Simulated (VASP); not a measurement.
Crystal: Ni.

```xyz
1
Lattice="-1.3837 1.3837 1.3837 1.3837 -1.3837 1.3837 1.3837 1.3837 -1.3837" Properties=species:S:1:pos:R:3 pbc="T T T"
Ni    0.0000    0.0000    0.0000
```

This isn't the form of Ni at room conditions, which is fcc.

Base run:

- Program: VASP 6.6.1
- Functional: PBE
- Potentials or basis: VASP PAW PBE potentials, release 64 (Ni_sv_GW)
- Cutoff: 690 eV
- k mesh: 11 × 11 × 11
- Occupations: fermi-dirac, width 0.05 eV
- Spin: collinear spin, ferromagnetic start
- Starting moments: [1.2] μB
- Fixed moment: 1.2 μB

Its results: pressure 14.5 GPa; site moments Ni +1.17 μB.

Q: The run is repeated on the same cell with these changes: fixed moment from 1.2 μB to 2 μB; moments at the start from [1.2] to [2.0]. What comes out?

A: Pressure 37.3 GPa; site moments Ni +1.80 μB.

Caveats: the cell stands under pressure; the total moment is fixed, so each spin has its own Fermi level and the state may be an excited one.
